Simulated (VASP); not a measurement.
Set up this calculation in VASP 6.6.1, as the native input.

* Task: relaxation of cell and atoms
* Functional: PBE
* Potentials or basis: VASP PAW PBE potentials, release 64 (Zn, S, O)
* Cutoff: 600 eV
* k mesh: 4 × 4 × 4
* Occupations: gaussian, width 0.1 eV
* Spin: no spin polarisation
* Dipole correction: no
* Further INCAR settings: ALGO = Normal; EDIFF = 1e-06; IBRION = 2; EDIFFG = -0.04; NSW = 90; ISIF = 3

The structure of Zn4SO3 lies in POSCAR:

```
Zn4SO3
1.0
    4.7042499900      0.0000000000      0.0000000000
    0.0000000000      4.7042499900      0.0000000000
    0.0000000000      0.0000000000      4.7042499900
Zn S O
4 1 3
Direct
    0.7500000000      0.7500000000      0.7500000000
    0.7500000000      0.2500000000      0.2500000000
    0.2500000000      0.7500000000      0.2500000000
    0.2500000000      0.2500000000      0.7500000000
    0.5000000000      0.5000000000      0.5000000000
    0.0000000000      0.0000000000      0.5000000000
    0.0000000000      0.5000000000      0.0000000000
    0.5000000000      0.0000000000      0.0000000000
```

One way to write it, as run:

INCAR

```
  PREC = Accurate
  ENCUT = 600
  EDIFF = 1E-6
  ISMEAR = 0
  SIGMA = 0.1
  LREAL = F
  LASPH = T
  NELM = 100
  ALGO = Normal
  ISIF = 3
  LWAVE = F
  LCHARG = F
  GGA = PE
  IBRION = 2
  NSW = 90
  EDIFFG = -0.04
```

KPOINTS

```
Automatic mesh
0
Gamma
  4 4 4
```

Potentials or basis: VASP PAW PBE potentials, release 64 (Zn, S, O).

Launch:

```bash
$ cat potpaw_PBE.64/Zn/POTCAR potpaw_PBE.64/S/POTCAR potpaw_PBE.64/O/POTCAR > POTCAR
$ mpirun -np 1 vasp_std > vasp.out
```

Results of the run:

The relaxed volume is 14.06 Å³/atom. The relaxed cell is a = 4.828 Å, b = 4.828 Å, c = 4.828 Å, α = 90.00°, β = 90.00°, γ = 90.00°, the space group after relaxing (to 0.1 Å) is P-43m (No. 215) and the energy gained by relaxing is 170.0 meV/atom. The ionic steps are 7. The pressure after relaxing is 0.0 GPa and the band gap on the k mesh is 0.42 eV.

Caveat: semilocal functionals underestimate gaps, and a narrow one can read as zero.

It took 5.6 min on 1 thread of Intel(R) Xeon(R) Platinum 8375C CPU @ 2.90GHz (Ice Lake), on a shared host, peak memory 0.27 GiB.
